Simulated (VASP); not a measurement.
Input of a VASP 6.6.1 run:

INCAR

```
SYSTEM = Zn
ALGO = Normal ; EDIFF = 1E-7
ENCUT = 520 ; GGA = PE
ISIF = 2 ; ISMEAR = -1
LASPH = .True. ; LCHARG = .False.
LREAL = .False. ; LWAVE = .False.
NBANDS = 12 ; NELM = 80
PREC = Accurate ; SIGMA = 0.1
```

Contents of KPOINTS:

```
k-points
0
Gamma
  7 7 7
  0 0 0
```

The input POSCAR:

```
Zn
1.0
   -1.5656848689      1.5656848689      1.5656848689
    1.5656848689     -1.5656848689      1.5656848689
    1.5656848689      1.5656848689     -1.5656848689
Zn
1
Direct
    0.0000000000      0.0000000000      0.0000000000
```

Potentials or basis: VASP PAW PBE potentials, release 64 (Zn).

Run with:

```console
$ cat potpaw_PBE.64/Zn/POTCAR > POTCAR
$ mpirun -np 1 vasp_std > vasp.out
```

Q: Predict the pressure.

A: -0.6 GPa.

Q: Estimate the band gap on the k mesh.

A: Zero (band 6 reaches 5.43 eV, above the bottom of band 7 at 2.45 eV).

Caveat: the k points lie up to 0.41 Å⁻¹ apart.
